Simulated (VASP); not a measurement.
# Mn (Im-3m) in VASP: single point with PBE

Aim: the single point of Mn with PBE.

All numbers are computed with VASP 6.6.1; they aren't measurements. Logs are shortened: lines on timing, memory, paths and dates and some standing lists are left out, and cuts for length are marked.

**1. The cell of the first run**

It takes space group Im-3m (No. 229, cubic). Conventional cell: a = 3.060 Å, b = 3.060 Å, c = 3.060 Å, α = 90.00°, β = 90.00°, γ = 90.00°. Within 3.5 Å of Mn (site symmetry m-3m) lie 14 Mn at 2.65 to 3.06 Å.

This isn't the form of Mn at room conditions, which is a 58-atom cubic cell.

**2. Single point, PBE, collinear spin, antiferromagnetic start**

Input file INCAR:

```
SYSTEM = Mn
ALGO     = Normal         ! electronic algorithm
EDIFF    = 1E-6           ! SCF threshold, eV
ENCUT    = 500            ! plane-wave cutoff, eV
GGA      = PE             ! functional
GGA_COMPAT= .False.      
ISIF     = 2              ! what is computed and relaxed
ISMEAR   = -1             ! smearing method
ISPIN    = 2              ! spin polarisation
LASPH    = .True.         ! aspherical terms in the spheres
LCHARG   = .False.        ! write CHGCAR
LMAXMIX  = 4              ! l up to which the mixer works
LORBIT   = 11             ! projections on sites
LREAL    = .False.        ! projectors in reciprocal space
LWAVE    = .False.        ! write WAVECAR
MAGMOM   = -3.55 3.55     ! initial moments
NBANDS   = 24             ! bands
NELM     = 200            ! most SCF steps
PREC     = Accurate       ! precision mode
SIGMA    = 0.1            ! smearing width, eV
```

Input file KPOINTS:

```
k-points
0
Gamma
  4 4 4
  0 0 0
```

Input file POSCAR:

```
Mn
1.0
    3.0600000000      0.0000000000      0.0000000000
    0.0000000000      3.0600000000      0.0000000000
    0.0000000000      0.0000000000      3.0600000000
Mn
2
Direct
    0.0000000000      0.0000000000      0.0000000000
    0.5000000000      0.5000000000      0.5000000000
```

Potentials or basis: VASP PAW PBE potentials, release 64 (Mn_pv).

Command:

```sh
$ cat potpaw_PBE.64/Mn_pv/POTCAR > POTCAR
$ mpirun -np 1 vasp_std > vasp.out
```

OUTCAR:

```text
SYSTEM = Mn
   EDIFF = 1E-6
   ENCUT = 500
   GGA = PE
   ISIF = 2
   ISMEAR = -1
   ISPIN = 2
   LASPH = .True.
   LORBIT = 11
   LREAL = .False.
   NELM = 200
   PREC = Accurate

 ion  position               nearest neighbor table
   1  0.000  0.000  0.000-   2 2.65   2 2.65   2 2.65   2 2.65   2 2.65   2 2.65   2 2.65   2 2.65

   2  0.500  0.500  0.500-   1 2.65   1 2.65   1 2.65   1 2.65   1 2.65   1 2.65   1 2.65   1 2.65

  LATTYP: Found a simple cubic cell.
 ALAT       =     3.0600000000

  Lattice vectors:

 A1 = (   3.0600000000,   0.0000000000,   0.0000000000)
 A2 = (   0.0000000000,   3.0600000000,   0.0000000000)
 A3 = (   0.0000000000,   0.0000000000,   3.0600000000)

Analysis of symmetry for initial positions (statically):
=====================================================================
 Subroutine PRICEL returns following result:

  LATTYP: Found a body centered cubic cell.
 ALAT       =     3.0600000000

  Lattice vectors:

 A1 = (   1.5300000000,   1.5300000000,  -1.5300000000)
 A2 = (  -1.5300000000,   1.5300000000,   1.5300000000)
 A3 = (   1.5300000000,  -1.5300000000,   1.5300000000)

   2 primitive cells build up your supercell.

 Routine SETGRP: Setting up the symmetry group for a
 simple cubic supercell.

 Subroutine GETGRP returns: Found 48 space group operations
 (whereof 48 operations were pure point group operations)
 out of a pool of 48 trial point group operations.

The static configuration has the point symmetry O_h .

Analysis of symmetry for dynamics (positions and initial velocities):
=====================================================================
 Subroutine PRICEL returns following result:

  LATTYP: Found a body centered cubic cell.
 ALAT       =     3.0600000000

  Lattice vectors:

 A1 = (   1.5300000000,   1.5300000000,  -1.5300000000)
 A2 = (  -1.5300000000,   1.5300000000,   1.5300000000)
 A3 = (   1.5300000000,  -1.5300000000,   1.5300000000)

   2 primitive cells build up your supercell.

 Routine SETGRP: Setting up the symmetry group for a
 simple cubic supercell.

 Subroutine GETGRP returns: Found 48 space group operations
 (whereof 48 operations were pure point group operations)
 out of a pool of 48 trial point group operations.

The dynamic configuration has the point symmetry O_h .

Analysis of structural, dynamic, and magnetic symmetry:
=====================================================================
 Subroutine PRICEL returns following result:

  LATTYP: Found a body centered cubic cell.
 ALAT       =     3.0600000000

  Lattice vectors:

 A1 = (   1.5300000000,   1.5300000000,  -1.5300000000)
 A2 = (  -1.5300000000,   1.5300000000,   1.5300000000)
 A3 = (   1.5300000000,  -1.5300000000,   1.5300000000)

   2 primitive cells build up your supercell.

 Routine SETGRP: Setting up the symmetry group for a
 simple cubic supercell.

 Subroutine GETGRP returns: Found 48 space group operations
 (whereof 48 operations were pure point group operations)
 out of a pool of 48 trial point group operations.

The overall configuration has the point symmetry O_h .

 Subroutine INISYM returns: Found 48 space group operations
 (whereof 48 operations are pure point group operations),
 and found     2 'primitive' translations

----------------------------------------------------------------------------------------

                                     Primitive cell

  volume of cell :      14.3263

  direct lattice vectors                    reciprocal lattice vectors
     1.530000000  1.530000000 -1.530000000     0.326797386  0.326797386  0.000000000
    -1.530000000  1.530000000  1.530000000    -0.000000000  0.326797386  0.326797386
     1.530000000 -1.530000000  1.530000000     0.326797386  0.000000000  0.326797386

  length of vectors
     2.650037736  2.650037736  2.650037736     0.462161295  0.462161295  0.462161295

  position of ions in fractional coordinates (direct lattice)
     0.000000000  0.000000000  0.000000000

  ion indices of the primitive-cell ions
   primitive index   ion index
                 1           1

----------------------------------------------------------------------------------------

 KPOINTS: k-points

Automatic generation of k-mesh.
 Grid dimensions read from file:
 generate k-points for:    4    4    4

 Generating k-lattice:

  Cartesian coordinates                     Fractional coordinates (reciprocal lattice)
     0.081699346  0.000000000  0.000000000     0.250000000  0.000000000  0.000000000
     0.000000000  0.081699346  0.000000000     0.000000000  0.250000000  0.000000000
     0.000000000  0.000000000  0.081699346     0.000000000  0.000000000  0.250000000

  Length of vectors
     0.081699346  0.081699346  0.081699346

  Shift w.r.t. Gamma in fractional coordinates (k-lattice)
     0.000000000  0.000000000  0.000000000

 Subroutine IBZKPT returns following result:
 ===========================================

 Found     10 irreducible k-points:

 Following reciprocal coordinates:
            Coordinates               Weight
  0.000000  0.000000  0.000000      1.000000
  0.250000  0.000000  0.000000      6.000000
  0.500000  0.000000  0.000000      3.000000
  0.250000  0.250000  0.000000     12.000000
  0.500000  0.250000  0.000000     12.000000
  0.500000  0.500000  0.000000      3.000000
  0.250000  0.250000  0.250000      8.000000
  0.500000  0.250000  0.250000     12.000000
  0.500000  0.500000  0.250000      6.000000
  0.500000  0.500000  0.500000      1.000000
   k-points           NKPTS =     10   k-points in BZ     NKDIM =     10   number of bands    NBANDS=     24
   number of dos      NEDOS =    301   number of ions     NIONS =      2
   total plane-waves  NPLWV =  13824
   dimension x,y,z NGX =    24 NGY =   24 NGZ =   24
   dimension x,y,z NGXF=    48 NGYF=   48 NGZF=   48
   ions per type =               2
   NGX,Y,Z   is equivalent  to a cutoff of  13.04, 13.04, 13.04 a.u.
   NGXF,Y,Z  is equivalent  to a cutoff of  26.08, 26.08, 26.08 a.u.
 SYSTEM =  Mn
   PREC   = accura    normal or accurate (medium, high low for compatibility)
   ISTART =      0    job   : 0-new  1-cont  2-samecut
   ICHARG =      2    charge: 1-file 2-atom 10-const
   ISPIN  =      2    spin polarized calculation?
   LNONCOLLINEAR =      F non collinear calculations
   LSORBIT =      F    spin-orbit coupling
   LASPH  =      T    aspherical Exc in radial PAW
   ENCUT  =  500.0 eV  36.75 Ry    6.06 a.u.   5.58  5.58  5.58*2*pi/ulx,y,z
   NELM   =    200;   NELMIN=  2; NELMDL= -5     # of ELM steps
   EDIFF  = 0.1E-05   stopping-criterion for ELM
   LREAL  =      F    real-space projection
   EDIFFG = 0.1E-04   stopping-criterion for IOM
   NSW    =      0    number of steps for IOM
   IBRION =     -1    ionic relax: 0-MD 1-quasi-New 2-CG
   NFREE  =      0    steps in history (QN), initial steepest desc. (CG)
   ISIF   =      2    stress and relaxation
   ISYM   =      2    0-nonsym 1-usesym 2-fastsym
   POTIM  = 0.5000    time-step for ionic-motion
   TEBEG  =    0.0;   TEEND  =   0.0 temperature during run
   PSTRESS=    0.0 pullay stress
   NELECT =      26.0000    total number of electrons
   NUPDOWN=      -1.0000    fix difference up-down
   EMIN   =  10.00;   EMAX   =-10.00  energy-range for DOS
   EFERMI =   0.00;   METHOD = LEGACY
   ISMEAR =    -1;   SIGMA  =   0.10  broadening in eV -4-tet -1-fermi 0-gaus
   EFERMI_NEDOS =   21; number of points for ismear=-14 and -15
   IALGO  =     38    algorithm
   IMIX   =      4    mixing-type and parameters
     AMIX     =   0.40;   BMIX     =  1.00
     AMIX_MAG =   1.60;   BMIX_MAG =  1.00
  volume/ion in A,a.u.               =      14.33        96.68
  Fermi-wavevector in a.u.,A,eV,Ry     =   1.584934  2.995091 34.178050  2.512016
  Thomas-Fermi vector in A             =   2.684476
   LORBIT       =     11    0 simple, 1 ext, 2 COOP (PROOUT), +10 PAW based schemes
   GGA     = PE    functional components
   LHFCALC =     F    Hartree Fock is set to
   AEXX    =    0.0000 exact exchange contribution
   IVDW    =     0    specifies the selected vdW correction
   LEPSILON=     F    determine dielectric tensor
   LRPA    =     F    only Hartree local field effects (RPA)
 spin polarized calculation
  energy-cutoff  :      500.00
  volume of cell :       28.65
 maximum number of plane-waves:       743
 NGX is ok and might be reduce to    24
   NGX = 11   NGY = 11   NGZ = 11

 number of electron      26.0000021 magnetization      -0.0000000

 number of electron      26.0000021 magnetization       0.0000000

 Free energy of the ion-electron system (eV)
  ---------------------------------------------------
  ext. energy  EPLUGINS =         0.00000000
  ---------------------------------------------------
  free energy    TOTEN  =       -17.57305809 eV

  energy without entropy =      -17.47700424  energy(sigma->0) =      -17.52503117

 E-fermi :   7.9246     XC(G=0): -12.2803

 val. band max:        7.8725290973   @ k =   0.5000   0.2500   0.2500
 cond. band min:       8.0298743652   @ k =   0.2500   0.0000   0.0000
 fundamental gap:      0.1573452679
 Fermi energy:         7.9246182521

 spin component 1

 k-point     1 :       0.0000    0.0000    0.0000
  band No.  band energies     occupation
      1     -42.0770      1.00000
      2     -42.0770      1.00000
      3     -42.0770      1.00000
      4     -38.6572      1.00000
      5     -38.6572      1.00000
      6     -38.6572      1.00000
[... 259 lines left out ...]
     23      15.5351      0.00000
     24      17.1202      0.00000
 Fermi energy:         7.9246182521

 spin component 2

 k-point     1 :       0.0000    0.0000    0.0000
  band No.  band energies     occupation
      1     -42.0770      1.00000
      2     -42.0770      1.00000
      3     -42.0770      1.00000
      4     -38.6572      1.00000
      5     -38.6572      1.00000
      6     -38.6572      1.00000
[... 259 lines left out ...]
     23      15.5351      0.00000
     24      17.1202      0.00000

------------------------ aborting loop because EDIFF is reached ----------------------------------------

  FORCE on cell =-STRESS in cart. coord.  units (eV):
  Direction    XX          YY          ZZ          XY          YZ          ZX
  --------------------------------------------------------------------------------------
  -------------------------------------------------------------------------------------
  Total       -1.3104192     -1.3104192     -1.3104192     -0.0000000      0.0000000     -0.0000000
  in kB      -73.2751218    -73.2751218    -73.2751218     -0.0000000      0.0000000     -0.0000000
  external PRESSURE =     -73.2751218 kB  Pullay stress =       0.0000000 kB

 VOLUME and BASIS-vectors are now :
 -----------------------------------------------------------------------------
  energy-cutoff  :      500.00
  volume of cell :       28.65
      direct lattice vectors                 reciprocal lattice vectors
     3.060000000  0.000000000  0.000000000     0.326797386  0.000000000  0.000000000
     0.000000000  3.060000000  0.000000000     0.000000000  0.326797386  0.000000000
     0.000000000  0.000000000  3.060000000     0.000000000  0.000000000  0.326797386

 POSITION                                       TOTAL-FORCE (eV/Angst)
 -----------------------------------------------------------------------------------
      0.00000      0.00000      0.00000         0.000000      0.000000      0.000000
      1.53000      1.53000      1.53000        -0.000000     -0.000000     -0.000000
 -----------------------------------------------------------------------------------
    total drift:                                0.000000      0.000000     -0.000000

  FREE ENERGIE OF THE ION-ELECTRON SYSTEM (eV)
  ---------------------------------------------------
  free  energy   TOTEN  =       -17.5730580916 eV

  energy  without entropy=      -17.4770042435  energy(sigma->0) =      -17.52503117

 total charge

# of ion       s       p       d       tot
------------------------------------------
    1        0.355   6.278   4.921  11.554
    2        0.355   6.278   4.921  11.554
--------------------------------------------------
tot          0.710  12.556   9.841  23.107

 magnetization (x)

# of ion       s       p       d       tot
------------------------------------------
    1       -0.056  -0.037  -3.165  -3.259
    2        0.056   0.037   3.165   3.259
--------------------------------------------------
tot          0.000   0.000   0.000   0.000
```

It took 17 s on 1 thread of Intel Xeon Platinum 8259CL at 2.50GHz (Skylake/Cascade Lake), shared host; peak memory 0.14 GiB.

What came out:

| Item | Value |
| --- | --- |
| Free energy | -17.5731 eV |
| Pressure | -7.3 GPa |
| Band gap on the k mesh | zero (filled and empty bands overlap) |
| Net moment | 0.00 μB per cell |
| Site moments | Mn -3.26, +3.26 μB |
| Valence electrons inside the program's atomic spheres | Mn 11.55 |

Levels at points of the mesh, in eV from the Fermi level:
Spin up:
```csv
k point,band 10,band 11,band 12,band 13,band 14,band 15,band 16,band 17
"(0.00, 0.00, 0.00)",-2.17,-2.17,-2.17,0.48,0.48,1.53,1.53,1.53
"(0.50, 0.00, 0.00)",-2.45,-2.45,-1.85,-0.68,-0.37,0.26,0.26,1.15
"(0.50, 0.50, 0.00)",-2.94,-1.56,-0.66,-0.22,-0.22,0.84,1.52,1.52
"(0.50, 0.50, 0.50)",-1.61,-1.61,-1.61,-1.53,-1.53,1.97,1.97,7.07
```
Spin down:
```tsv
k point	band 11	band 12	band 13	band 14	band 15	band 16
(0.00, 0.00, 0.00)	-2.17	-2.17	0.48	0.48	1.53	1.53
(0.50, 0.00, 0.00)	-2.45	-1.85	-0.68	-0.37	0.26	0.26
(0.50, 0.50, 0.00)	-1.56	-0.66	-0.22	-0.22	0.84	1.52
(0.50, 0.50, 0.50)	-1.61	-1.61	-1.53	-1.53	1.97	1.97
```

Caveat: the k points lie up to 0.51 Å⁻¹ apart, too coarse for converged energies and pressures of a metal.
